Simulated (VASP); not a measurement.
Runs of VASP 6.6.1 on SnO2. The structure is that of space group P4_2/mnm (No. 136), or close to it. The cells are those of the table. 

```tsv
task	cell	k mesh	cutoff (eV)	smearing	gap on the mesh (eV)	pressure (GPa)	relaxed volume (Å³/atom)	largest force (eV/Å)
single point	a = 4.825, b = 4.825, c = 3.237 Å, 6 atoms	4 × 4 × 6	520	gaussian 0.1 eV	0.68	0.8	-	0.04
relaxation of cell and atoms	relaxed from a = 4.825, b = 4.825, c = 3.237 Å, 6 atoms	6 × 6 × 8	600	gaussian 0.02 eV	0.64	0.0	12.61	0.01
single point	a = 4.828, b = 4.828, c = 3.238 Å, 6 atoms	6 × 6 × 8	520	gaussian 0.02 eV	0.67	(a)	-	0.02
relaxation of cell and atoms	relaxed from a = 4.737, b = 4.737, c = 3.186 Å, 6 atoms	4 × 4 × 6	600	gaussian 0.1 eV	0.64	0.1	(c)	0.02
single point	a = 4.737, b = 4.737, c = 3.186 Å, 6 atoms	4 × 4 × 6	520	gaussian 0.1 eV	1.24	(b)	-	0.05
```

Alike in all rows: level PBE; potentials or basis VASP PAW PBE potentials, release 64 (Sn_d, O); no spin polarisation.

Question: Estimate the missing entries.

Answer: (a) 0.6; (b) 11.5; (c) 12.59.

Caveats: spin-orbit coupling is left out, which moves the levels of the heavy elements; the cell stands under pressure (at least some runs).

A k mesh can miss the band edges, and the runs leave out spin-orbit coupling on Sn.
